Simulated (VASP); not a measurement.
The system is La2O3.

```
La O
1.0
     3.93078    0.00000    0.00000
    -1.96539    3.40415    0.00000
     0.00000    0.00000    6.11195
La O
2 3
Direct
  0.33333 0.66667 0.24624
  0.66667 0.33333 0.75376
  0.00000 0.00000 0.00000
  0.33333 0.66667 0.64589
  0.66667 0.33333 0.35411
```

```yaml
Program: VASP 6.6.1
Task: relaxation of cell and atoms
Functional: LDA
Potentials_or_basis: VASP PAW LDA potentials, release 64 (La, O)
Cutoff: 600 eV
k_mesh: 8 × 8 × 5
Occupations: fermi-dirac, width 0.05 eV
Spin: no spin polarisation
```

At the start: pressure -6.5 GPa; volume 16.36 Å³/atom.

Problem. How do energy, volume and symmetry change on relaxing?

Solution. Over 12 steps the energy falls by 17.1 meV/atom and the volume is 15.51 Å³/atom (-5.2 %); space group P-3m1 (No. 164, to 0.05 Å).

Step by step:
| step | energy change (eV) | largest force (eV/Å) | pressure (GPa) | volume (Å³) |
| --- | --- | --- | --- | --- |
| 1 | 0.0000 | 0.1615 | -6.50 | 81.78 |
| 2 | 0.0315 | 0.8522 | 8.89 | 74.18 |
| 3 | -0.0777 | 0.2706 | -0.19 | 78.18 |
| 4 | -0.0777 | 0.2799 | -0.06 | 78.11 |
| 5 | -0.0834 | 0.0456 | 0.04 | 77.78 |
| 6 | -0.0837 | 0.0438 | 0.08 | 77.67 |
| 7 | -0.0847 | 0.0488 | -0.10 | 77.70 |
| 8 | -0.0850 | 0.0537 | -0.25 | 77.74 |
| 9 | -0.0852 | 0.0556 | 0.29 | 77.45 |
| 10 | -0.0853 | 0.0378 | 0.09 | 77.54 |
| 11 | -0.0855 | 0.0137 | 0.04 | 77.54 |
| 12 | -0.0855 | 0.0082 | 0.02 | 77.54 |

Final structure:
```
CELL_PARAMETERS angstrom
3.88141 0.00000 0.00000
-1.94071 3.36140 0.00000
0.00000 0.00000 5.94330
ATOMIC_POSITIONS crystal
La 0.33333 0.66667 0.24370
La 0.66667 0.33333 0.75630
O 0.00000 0.00000 0.00000
O 0.33333 0.66667 0.64664
O 0.66667 0.33333 0.35336
```
